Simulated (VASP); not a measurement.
# ScIr2 (Fd-3m) in VASP: a series of runs

Runs on ScIr2. Level: LDA. Tasks: single point.

Program: VASP 6.6.1. These are calculated values, not measurements. Logs are shortened: lines on timing, memory, paths and dates and some standing lists are left out, and cuts for length are marked.

### 1 The cell of the first run

It takes space group Fd-3m (No. 227, cubic). Conventional cell: a = 7.147 Å, b = 7.147 Å, c = 7.147 Å, α = 90.00°, β = 90.00°, γ = 90.00°. Sc (site symmetry -43m) has 12 Ir at 2.96 Å and 4 Sc at 3.09 Å within 3.9 Å. Ir (site symmetry -3m) has 6 Ir at 2.53 Å and 6 Sc at 2.96 Å within 3.3 Å.

### 2 Single point, LDA

Contents of INCAR:

```
PREC = Accurate
ENCUT = 520
EDIFF = 1E-6
ISMEAR = 0
SIGMA = 0.1
LREAL = False
LASPH = True
NELM = 80
ALGO = Normal
ISIF = 2
LWAVE = False
LCHARG = True
GGA = CA
LELF = True
LVHAR = True
NBANDS = 38
```

Contents of KPOINTS:

```
regular mesh
0
Gamma
  6 6 6
```

Contents of POSCAR:

```
ScIr2
1.0
    0.0000000000      3.5732913475      3.5732913475
    3.5732913475      0.0000000000      3.5732913475
    3.5732913475      3.5732913475      0.0000000000
Sc Ir
2 4
Direct
    0.0000000000      0.0000000000      0.0000000000
    0.2500000000      0.2500000000      0.2500000000
    0.6250000000      0.6250000000      0.6250000000
    0.1250000000      0.6250000000      0.6250000000
    0.6250000000      0.6250000000      0.1250000000
    0.6250000000      0.1250000000      0.6250000000
```

Potentials or basis: VASP PAW LDA potentials, release 64 (Sc_sv, Ir).

Started as:

```bash
> cat potpaw_LDA.64/Sc_sv/POTCAR potpaw_LDA.64/Ir/POTCAR > POTCAR
> mpirun -np 1 vasp_std > vasp.out
```

OUTCAR:

```text
PREC = Accurate
   ENCUT = 520
   EDIFF = 1E-6
   ISMEAR = 0
   LREAL = False
   LASPH = True
   NELM = 80
   ISIF = 2
   GGA = CA

 ion  position               nearest neighbor table
   1  0.000  0.000  0.000-   3 2.96   5 2.96   6 2.96   3 2.96   4 2.96   5 2.96   3 2.96   4 2.96
                             6 2.96   4 2.96   5 2.96   6 2.96   2 3.09   2 3.09   2 3.09   2 3.09
   2  0.250  0.250  0.250-   4 2.96   5 2.96   6 2.96   3 2.96   4 2.96   6 2.96   3 2.96   4 2.96
                             5 2.96   3 2.96   5 2.96   6 2.96   1 3.09   1 3.09   1 3.09   1 3.09
   3  0.625  0.625  0.625-   4 2.53   5 2.53   6 2.53   5 2.53   6 2.53   4 2.53   1 2.96   2 2.96
                             1 2.96   2 2.96   1 2.96   2 2.96
   4  0.125  0.625  0.625-   3 2.53   5 2.53   6 2.53   3 2.53   5 2.53   6 2.53   2 2.96   1 2.96
                             1 2.96   2 2.96   2 2.96   1 2.96
   5  0.625  0.625  0.125-   3 2.53   3 2.53   4 2.53   6 2.53   6 2.53   4 2.53   1 2.96   2 2.96
                             1 2.96   2 2.96   1 2.96   2 2.96
   6  0.625  0.125  0.625-   3 2.53   5 2.53   3 2.53   4 2.53   5 2.53   4 2.53   2 2.96   1 2.96
                             2 2.96   2 2.96   1 2.96   1 2.96

  LATTYP: Found a face centered cubic cell.
 ALAT       =     7.1465826950

  Lattice vectors:

 A1 = (   0.0000000000,   3.5732913475,   3.5732913475)
 A2 = (   3.5732913475,   0.0000000000,   3.5732913475)
 A3 = (   3.5732913475,   3.5732913475,   0.0000000000)

Analysis of symmetry for initial positions (statically):
=====================================================================
 Subroutine PRICEL returns:
 Original cell was already a primitive cell.

 Routine SETGRP: Setting up the symmetry group for a
 face centered cubic supercell.

 Subroutine GETGRP returns: Found 48 space group operations
 (whereof 24 operations were pure point group operations)
 out of a pool of 48 trial point group operations.

The static configuration has the point symmetry T_d .
 The point group associated with its full space group is O_h .

Analysis of symmetry for dynamics (positions and initial velocities):
=====================================================================
 Subroutine PRICEL returns:
 Original cell was already a primitive cell.

 Routine SETGRP: Setting up the symmetry group for a
 face centered cubic supercell.

 Subroutine GETGRP returns: Found 48 space group operations
 (whereof 24 operations were pure point group operations)
 out of a pool of 48 trial point group operations.

The dynamic configuration has the point symmetry T_d .
 The point group associated with its full space group is O_h .

 Subroutine INISYM returns: Found 48 space group operations
 (whereof 24 operations are pure point group operations),
 and found     1 'primitive' translations

----------------------------------------------------------------------------------------

                                     Primitive cell

  volume of cell :      91.2505

  direct lattice vectors                    reciprocal lattice vectors
     0.000000000  3.573291348  3.573291348    -0.139927017  0.139927017  0.139927017
     3.573291348  0.000000000  3.573291348     0.139927017 -0.139927017  0.139927017
     3.573291348  3.573291348  0.000000000     0.139927017  0.139927017 -0.139927017

  length of vectors
     5.053397086  5.053397086  5.053397086     0.242360703  0.242360703  0.242360703

  position of ions in fractional coordinates (direct lattice)
     0.000000000  0.000000000  0.000000000
     0.250000000  0.250000000  0.250000000
     0.625000000  0.625000000  0.625000000
     0.125000000  0.625000000  0.625000000
     0.625000000  0.625000000  0.125000000
     0.625000000  0.125000000  0.625000000

  ion indices of the primitive-cell ions
   primitive index   ion index
                 1           1
                 2           2
                 3           3
                 4           4
                 5           5
                 6           6

----------------------------------------------------------------------------------------

 KPOINTS: regular mesh

Automatic generation of k-mesh.
 Grid dimensions read from file:
 generate k-points for:    6    6    6

 Generating k-lattice:

  Cartesian coordinates                     Fractional coordinates (reciprocal lattice)
    -0.023321170  0.023321170  0.023321170     0.166666667  0.000000000  0.000000000
     0.023321170 -0.023321170  0.023321170     0.000000000  0.166666667  0.000000000
     0.023321170  0.023321170 -0.023321170     0.000000000  0.000000000  0.166666667

  Length of vectors
     0.040393451  0.040393451  0.040393451

  Shift w.r.t. Gamma in fractional coordinates (k-lattice)
     0.000000000  0.000000000  0.000000000

 Subroutine IBZKPT returns following result:
 ===========================================

 Found     16 irreducible k-points:

 Following reciprocal coordinates:
            Coordinates               Weight
  0.000000  0.000000  0.000000      1.000000
  0.166667  0.000000  0.000000      8.000000
  0.333333  0.000000  0.000000      8.000000
  0.500000  0.000000  0.000000      4.000000
  0.166667  0.166667  0.000000      6.000000
  0.333333  0.166667  0.000000     24.000000
[... 8 lines left out ...]
 -0.333333  0.333333  0.166667     24.000000
 -0.333333  0.500000  0.166667     12.000000
   k-points           NKPTS =     16   k-points in BZ     NKDIM =     16   number of bands    NBANDS=     38
   number of dos      NEDOS =    301   number of ions     NIONS =      6
   total plane-waves  NPLWV =  64000
   dimension x,y,z NGX =    40 NGY =   40 NGZ =   40
   dimension x,y,z NGXF=    80 NGYF=   80 NGZF=   80
   ions per type =               2   4
   NGX,Y,Z   is equivalent  to a cutoff of  13.16, 13.16, 13.16 a.u.
   NGXF,Y,Z  is equivalent  to a cutoff of  26.32, 26.32, 26.32 a.u.
 SYSTEM =  unknown system
   PREC   = accura    normal or accurate (medium, high low for compatibility)
   ISTART =      0    job   : 0-new  1-cont  2-samecut
   ICHARG =      2    charge: 1-file 2-atom 10-const
   ISPIN  =      1    spin polarized calculation?
   LNONCOLLINEAR =      F non collinear calculations
   LSORBIT =      F    spin-orbit coupling
   LASPH  =      T    aspherical Exc in radial PAW
   ENCUT  =  520.0 eV  38.22 Ry    6.18 a.u.   9.40  9.40  9.40*2*pi/ulx,y,z
   NELM   =     80;   NELMIN=  2; NELMDL= -5     # of ELM steps
   EDIFF  = 0.1E-05   stopping-criterion for ELM
   LREAL  =      F    real-space projection
   EDIFFG = 0.1E-04   stopping-criterion for IOM
   NSW    =      0    number of steps for IOM
   IBRION =     -1    ionic relax: 0-MD 1-quasi-New 2-CG
   NFREE  =      0    steps in history (QN), initial steepest desc. (CG)
   ISIF   =      2    stress and relaxation
   ISYM   =      2    0-nonsym 1-usesym 2-fastsym
   POTIM  = 0.5000    time-step for ionic-motion
   TEBEG  =    0.0;   TEEND  =   0.0 temperature during run
   PSTRESS=    0.0 pullay stress
   NELECT =      58.0000    total number of electrons
   NUPDOWN=      -1.0000    fix difference up-down
   EMIN   =  10.00;   EMAX   =-10.00  energy-range for DOS
   EFERMI =   0.00;   METHOD = LEGACY
   ISMEAR =     0;   SIGMA  =   0.10  broadening in eV -4-tet -1-fermi 0-gaus
   EFERMI_NEDOS =   21; number of points for ismear=-14 and -15
   IALGO  =     38    algorithm
   IMIX   =      4    mixing-type and parameters
     AMIX     =   0.40;   BMIX     =  1.00
     AMIX_MAG =   1.60;   BMIX_MAG =  1.00
  volume/ion in A,a.u.               =      15.21       102.63
  Fermi-wavevector in a.u.,A,eV,Ry     =   1.407578  2.659936 26.956886  1.981275
  Thomas-Fermi vector in A             =   2.529823
   LORBIT       =      0    0 simple, 1 ext, 2 COOP (PROOUT), +10 PAW based schemes
   GGA     = CA    functional components
   LHFCALC =     F    Hartree Fock is set to
   AEXX    =    0.0000 exact exchange contribution
   IVDW    =     0    specifies the selected vdW correction
   LEPSILON=     F    determine dielectric tensor
   LRPA    =     F    only Hartree local field effects (RPA)
 non-spin polarized calculation
 Gauss-broadening in eV      SIGMA  =   0.10
  energy-cutoff  :      520.00
  volume of cell :       91.25
 maximum number of plane-waves:      2485
 NGX is ok and might be reduce to    40
   NGX = 19   NGY = 19   NGZ = 19

 number of electron      58.0000001 magnetization

 Free energy of the ion-electron system (eV)
  ---------------------------------------------------
  ext. energy  EPLUGINS =         0.00000000
  ---------------------------------------------------
  free energy    TOTEN  =       -58.91412078 eV

  energy without entropy =      -58.88902774  energy(sigma->0) =      -58.90157426

 E-fermi :   8.5617     XC(G=0): -13.1616

 val. band max:        8.5477103255   @ k =  -0.1667   0.1667   0.0000
 cond. band min:       8.6421119697   @ k =   0.3333   0.3333   0.0000
 fundamental gap:      0.0944016442
 Fermi energy:         8.5616782942

 k-point     1 :       0.0000    0.0000    0.0000
  band No.  band energies     occupation
      1     -40.2610      2.00000
      2     -40.1778      2.00000
      3     -19.3380      2.00000
      4     -19.3380      2.00000
      5     -19.3380      2.00000
      6     -19.1382      2.00000
[... 30 lines left out ...]
     37      11.5342      0.00000
     38      11.5342      0.00000

 k-point     2 :       0.1667    0.0000    0.0000
  band No.  band energies     occupation
      1     -40.2566      2.00000
      2     -40.1820      2.00000
      3     -19.3417      2.00000
      4     -19.3417      2.00000
      5     -19.3340      2.00000
      6     -19.1450      2.00000
[... 30 lines left out ...]
     37      11.5339      0.00000
     38      11.5847      0.00000

 k-point     3 :       0.3333    0.0000    0.0000
  band No.  band energies     occupation
      1     -40.2462      2.00000
      2     -40.1921      2.00000
      3     -19.3484      2.00000
      4     -19.3484      2.00000
      5     -19.3353      2.00000
      6     -19.1486      2.00000
[... 30 lines left out ...]
     37      11.5334      0.00000
     38      11.7188      0.00000

 k-point     4 :       0.5000    0.0000    0.0000
  band No.  band energies     occupation
      1     -40.2392      2.00000
      2     -40.1988      2.00000
      3     -19.3515      2.00000
      4     -19.3515      2.00000
      5     -19.3408      2.00000
      6     -19.1453      2.00000
[... 30 lines left out ...]
     37      11.4608      0.00000
     38      11.5331      0.00000
[... 375 lines left out ...]
      4     -19.3619      2.00000
      5     -19.2858      2.00000
      6     -19.1925      2.00000
[... 30 lines left out ...]
     37      11.3033      0.00000
     38      11.6029      0.00000

 k-point    15 :      -0.3333    0.3333    0.1667
  band No.  band energies     occupation
      1     -40.2290      2.00000
      2     -40.2088      2.00000
      3     -19.3831      2.00000
      4     -19.3666      2.00000
      5     -19.2737      2.00000
      6     -19.2031      2.00000
[... 30 lines left out ...]
     37      11.3230      0.00000
     38      11.6224      0.00000

 k-point    16 :      -0.3333    0.5000    0.1667
  band No.  band energies     occupation
      1     -40.2189      2.00000
      2     -40.2189      2.00000
      3     -19.3777      2.00000
      4     -19.3777      2.00000
      5     -19.2389      2.00000
      6     -19.2389      2.00000
[... 30 lines left out ...]
     37      11.7102      0.00000
     38      11.7678      0.00000

------------------------ aborting loop because EDIFF is reached ----------------------------------------

  FORCE on cell =-STRESS in cart. coord.  units (eV):
  Direction    XX          YY          ZZ          XY          YZ          ZX
  --------------------------------------------------------------------------------------
  -------------------------------------------------------------------------------------
  Total        9.6983632      9.6983632      9.6983632      0.0000000     -0.0000000      0.0000000
  in kB      170.2839621    170.2839621    170.2839621      0.0000000     -0.0000000      0.0000000
  external PRESSURE =     170.2839621 kB  Pullay stress =       0.0000000 kB

 VOLUME and BASIS-vectors are now :
 -----------------------------------------------------------------------------
  energy-cutoff  :      520.00
  volume of cell :       91.25
      direct lattice vectors                 reciprocal lattice vectors
     0.000000000  3.573291348  3.573291348    -0.139927017  0.139927017  0.139927017
     3.573291348  0.000000000  3.573291348     0.139927017 -0.139927017  0.139927017
     3.573291348  3.573291348  0.000000000     0.139927017  0.139927017 -0.139927017

 POSITION                                       TOTAL-FORCE (eV/Angst)
 -----------------------------------------------------------------------------------
      0.00000      0.00000      0.00000        -0.000000     -0.000000     -0.000000
      1.78665      1.78665      1.78665         0.000000      0.000000      0.000000
      4.46661      4.46661      4.46661        -0.000000      0.000000      0.000000
      4.46661      2.67997      2.67997        -0.000000      0.000000      0.000000
      2.67997      2.67997      4.46661        -0.000000      0.000000     -0.000000
      2.67997      4.46661      2.67997        -0.000000      0.000000     -0.000000
 -----------------------------------------------------------------------------------
    total drift:                                0.000000      0.000000      0.000000

  FREE ENERGIE OF THE ION-ELECTRON SYSTEM (eV)
  ---------------------------------------------------
  free  energy   TOTEN  =       -58.9141207818 eV

  energy  without entropy=      -58.8890277425  energy(sigma->0) =      -58.90157426
```

It took 93 s on 1 thread of AMD EPYC 7R13, shared host; peak memory 0.18 GiB.

Results:

| Quantity | Value |
| --- | --- |
| Free energy | -58.9141 eV |
| Pressure | 17.0 GPa |
| Band gap on the k mesh | zero (bands 29 and 30 overlap by 0.69 eV) |

Levels at points of the mesh, in eV from the Fermi level:
```tsv
k point	band 26	band 27	band 28	band 29	band 30	band 31	band 32	band 33
(0.00, 0.00, 0.00)	-0.65	-0.65	-0.65	-0.32	-0.32	-0.32	1.57	2.20
(0.50, 0.00, 0.00)	-0.92	-0.80	-0.29	-0.29	0.84	0.84	1.07	1.07
(0.50, 0.50, 0.00)	-2.96	-0.76	-0.76	-0.60	-0.60	0.47	0.47	2.02
```

Caveat: the cell stands under pressure; spin-orbit coupling is left out, which moves the levels of the heavy elements.

### 3 Single point, LDA

This run uses another cell than the first one, of 15.65 Å³/atom.

Contents of INCAR:

```
  ALGO = Normal
  EDIFF = 1E-6
  ENCUT = 520
  ISIF = 2
  ISMEAR = 0
  LASPH = True
  LCHARG = False
  LREAL = False
  LWAVE = False
  NBANDS = 38
  NELM = 60
  PREC = Accurate
  SIGMA = 0.1
```

Contents of KPOINTS:

```
k-points
0
Gamma
  6 6 6
```

POSCAR: that of step 2 with these lines changed.

```diff
@@ -2,5 +2,5 @@
 1.0
-    0.0000000000      3.5732913475      3.5732913475
-    3.5732913475      0.0000000000      3.5732913475
-    3.5732913475      3.5732913475      0.0000000000
+    0.0000000000      3.6074876009      3.6074876009
+    3.6074876009      0.0000000000      3.6074876009
+    3.6074876009      3.6074876009      0.0000000000
 Sc Ir
```

Potentials or basis: VASP PAW LDA potentials, release 64 (Sc_sv, Ir).

Started as:

```bash
> cat potpaw_LDA.64/Sc_sv/POTCAR potpaw_LDA.64/Ir/POTCAR > POTCAR
> mpirun -np 1 vasp_std > vasp.out
```

It took 1.8 min on 1 thread of AMD EPYC 7R13, shared host; peak memory 0.18 GiB.

It converged, with:

```
Free energy            : -59.1223 eV
Pressure               : 8.3 GPa
Band gap on the k mesh : zero (bands 29 and 30 overlap by 0.66 eV)
```

Levels at points of the mesh, in eV from the Fermi level:
| k point | band 25 | band 26 | band 27 | band 28 | band 29 | band 30 | band 31 | band 32 | band 33 | band 34 |
| --- | --- | --- | --- | --- | --- | --- | --- | --- | --- | --- |
| (0.00, 0.00, 0.00) | -0.64 | -0.63 | -0.63 | -0.63 | -0.30 | -0.30 | -0.30 | 1.48 | 2.13 | 2.13 |
| (0.50, 0.00, 0.00) | -0.89 | -0.89 | -0.77 | -0.28 | -0.28 | 0.84 | 0.84 | 1.05 | 1.05 | 1.14 |
| (0.50, 0.50, 0.00) | -2.85 | -2.85 | -0.73 | -0.73 | -0.58 | -0.58 | 0.46 | 0.46 | 1.96 | 1.96 |

Caveat: the cell stands under pressure; spin-orbit coupling is left out, which moves the levels of the heavy elements.

### 4 Single point, LDA

This run uses another cell than the first one, of 16.09 Å³/atom.

Contents of INCAR:

```
PREC     = Accurate       # precision mode
ENCUT    = 520            # plane-wave cutoff, eV
EDIFF    = 1E-6           # SCF threshold, eV
ISMEAR   = 0              # smearing method
SIGMA    = 0.1            # smearing width, eV
LREAL    = False          # projectors in reciprocal space
LASPH    = True           # aspherical terms in the spheres
NELM     = 60             # most SCF steps
ALGO     = Normal         # electronic algorithm
ISIF     = 2              # what is computed and relaxed
LWAVE    = False          # write WAVECAR
LCHARG   = False          # write CHGCAR
NBANDS   = 38             # bands
```

Contents of KPOINTS:

```
Automatic mesh
0
Gamma
  6 6 6
```

POSCAR: that of step 3 with these lines changed.

```diff
@@ -2,5 +2,5 @@
 1.0
-    0.0000000000      3.6074876009      3.6074876009
-    3.6074876009      0.0000000000      3.6074876009
-    3.6074876009      3.6074876009      0.0000000000
+    0.0000000000      3.6410475523      3.6410475523
+    3.6410475523      0.0000000000      3.6410475523
+    3.6410475523      3.6410475523      0.0000000000
 Sc Ir
```

Started as:

```bash
> cat potpaw_LDA.64/Sc_sv/POTCAR potpaw_LDA.64/Ir/POTCAR > POTCAR
> mpirun -np 1 vasp_std > vasp.out
```

It took 1.8 min on 1 thread of AMD EPYC 7R13, shared host; peak memory 0.19 GiB.

The run converged. Its results:

* Free energy: -59.1962 eV
* Pressure: 0.7 GPa
* Band gap on the k mesh: zero (bands 29 and 30 overlap by 0.64 eV)

Levels at points of the mesh, in eV from the Fermi level:
```tsv
k point	band 27	band 28	band 29	band 30	band 31	band 32
(0.00, 0.00, 0.00)	-0.59	-0.59	-0.28	-0.28	-0.28	1.41
(0.50, 0.00, 0.00)	-0.75	-0.28	-0.28	0.84	0.84	1.04
(0.50, 0.50, 0.00)	-0.70	-0.70	-0.56	-0.56	0.45	0.45
```

Caveat: spin-orbit coupling is left out, which moves the levels of the heavy elements.

### 5 The runs side by side

```csv
cell,gap on the mesh (eV),pressure (GPa)
"a = 5.053 Å, angles 60.0°, 6 atoms",none,17.0
"a = 5.102 Å, angles 60.0°, 6 atoms",none,8.3
"a = 5.149 Å, angles 60.0°, 6 atoms",none,0.7
```

Alike in all rows: task single point; level LDA; potentials or basis VASP PAW LDA potentials, release 64 (Sc_sv, Ir); no spin polarisation; k mesh 6 × 6 × 6; cutoff (eV) 520; smearing gaussian 0.1 eV.

Caveats: spin-orbit coupling is left out, which moves the levels of the heavy elements; the cell stands under pressure (at least some runs).

Total energies depend on the potentials used, so only differences within one code and one set of settings carry meaning.
